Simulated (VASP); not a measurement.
Set up this calculation in VASP 6.6.1, as the native input.

- Task: single point
- Functional: PBE
- Potentials or basis: VASP PAW PBE potentials, release 64 (Na_pv, H)
- Cutoff: 520 eV
- k mesh: 6 × 6 × 4
- Occupations: gaussian, width 0.1 eV
- Spin: no spin polarisation
- Dipole correction: no
- Further INCAR settings: ALGO = Normal; EDIFF = 1e-06; NBANDS = 19

The structure of Na3H lies in POSCAR:

```
Na3H
1.0
    4.3916586300      0.0000000000      0.0000000000
   -2.1958293200      3.8032879400      0.0000000000
    0.0000000000      0.0000000000      4.0855780300
Na H
3 1
Direct
    0.5000000000      0.0000000000      0.0000000000
    0.0000000000      0.5000000000      0.0000000000
    0.5000000000      0.5000000000      0.0000000000
    0.0000000000      0.0000000000      0.0000000000
```

These files were run (other wordings do the same):

INCAR

```
PREC = Accurate ; ENCUT = 520
EDIFF = 1E-6 ; ISMEAR = 0
SIGMA = 0.1 ; LREAL = False
LASPH = True ; NELM = 60
ALGO = Normal ; ISIF = 2
LWAVE = False ; LCHARG = False
GGA = PE ; NBANDS = 19
```

KPOINTS

```
Automatic mesh
0
Gamma
  6 6 4
```

Potentials or basis: VASP PAW PBE potentials, release 64 (Na_pv, H).

The run is started by

```bash
$ cat potpaw_PBE.64/Na_pv/POTCAR potpaw_PBE.64/H/POTCAR > POTCAR
$ mpirun -np 1 vasp_std > vasp.out
```

Results of the run:

The pressure is 18.1 GPa and the band gap on the k mesh is zero (band 11 reaches 3.60 eV, above the bottom of band 12 at 1.61 eV).

Caveat: the k points lie up to 0.38 Å⁻¹ apart.

It took 16 s on 1 thread of Intel(R) Xeon(R) 6975P-C (Granite Rapids) (shared host), peak memory 0.18 GiB.
